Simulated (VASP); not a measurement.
Be3As, 4 atoms in the cell. It takes space group Pm-3m (No. 221, cubic). The conventional cell has a = 3.491 Å, b = 3.491 Å, c = 3.491 Å, α = 90.00°, β = 90.00°, γ = 90.00°. Be (site symmetry 4/mmm) has 8 Be at 2.47 Å and 4 As at 2.47 Å within 3.3 Å. Within 3.3 Å of As (site symmetry m-3m) lie 12 Be at 2.47 Å. 

- Program: VASP 6.6.1
- Task: single point
- Functional: PBE
- Potentials or basis: VASP PAW PBE potentials, release 64 (Be, As)
- Cutoff: 520 eV
- k mesh: 6 × 6 × 6
- Occupations: gaussian, width 0.1 eV
- Spin: no spin polarisation
- Dipole correction: no
- Further INCAR settings: ALGO = Normal; EDIFF = 1e-06; NBANDS = 14

Potentials or basis: VASP PAW PBE potentials, release 64 (Be, As).

Run with:

```sh
$ cat potpaw_PBE.64/Be/POTCAR potpaw_PBE.64/As/POTCAR > POTCAR
$ mpirun -np 1 vasp_std > vasp.out
```

Hardware: 1 thread of AMD EPYC 9R45 96-Core Processor (Zen 5) (shared host).

Task: Estimate the wall time of this run.

Result: Run time: 6 s on 1 thread of AMD EPYC 9R45 96-Core Processor (Zen 5), on a shared host, peak memory 0.12 GiB. Counts: scf iterations 12, k points 20.
